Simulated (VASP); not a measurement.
Here is a VASP 6.6.1 calculation.

INCAR

```
SYSTEM = SnO
PREC = Accurate
ENCUT = 910
EDIFF = 1E-6
ISMEAR = -1
SIGMA = 0.03
LREAL = .False.
LASPH = .True.
NELM = 120
ALGO = Normal
ISIF = 2
LWAVE = .False.
LCHARG = .False.
GGA = PS
NBANDS = 50
GGA_COMPAT = .False.
```

The input KPOINTS:

```
Automatic mesh
0
Gamma
  4 4 4
  0 0 0
```

File POSCAR:

```
SnO
1.0
    5.1823066489      0.0000000000      0.0000000000
    0.0000000000      5.1823066489      0.0000000000
    0.0000000000      0.0000000000      5.1823066489
Sn O
4 4
Direct
    0.9615440205      0.5384559795      0.4615440205
    0.5384559795      0.4615440205      0.9615440205
    0.4615440205      0.9615440205      0.5384559795
    0.0384559795      0.0384559795      0.0384559795
    0.1887883788      0.3112116212      0.6887883788
    0.3112116212      0.6887883788      0.1887883788
    0.6887883788      0.1887883788      0.3112116212
    0.8112116212      0.8112116212      0.8112116212
```

Potentials or basis: VASP PAW PBE potentials, release 64 (Sn_d, O_h).

The run is started by

```bash
$ cat potpaw_PBE.64/Sn_d/POTCAR potpaw_PBE.64/O_h/POTCAR > POTCAR
$ mpirun -np 1 vasp_std > vasp.out
```

Predict the pressure.

0.0 GPa.

What does it give for the largest force?

0.042 eV/Å.

Estimate the band gap on the k mesh.

1.44 eV (least direct gap 1.53 eV).

Forces in eV/Å, atoms in the order of the input:
```
Sn  -0.024  0.024 -0.024
Sn   0.024 -0.024 -0.024
Sn  -0.024 -0.024  0.024
Sn   0.024  0.024  0.024
O    0.013 -0.013  0.013
O   -0.013  0.013  0.013
O    0.013  0.013 -0.013
O   -0.013 -0.013 -0.013
```

Caveat: the cutoff is under 1.25 times the usual one of these potentials, so pressure, stress and relaxed cells hold a basis-set (Pulay) error; the PAW data sets were made with another functional, which shifts forces and pressure a little; spin-orbit coupling is left out, which moves the levels of the heavy elements. A k mesh can miss the band edges.
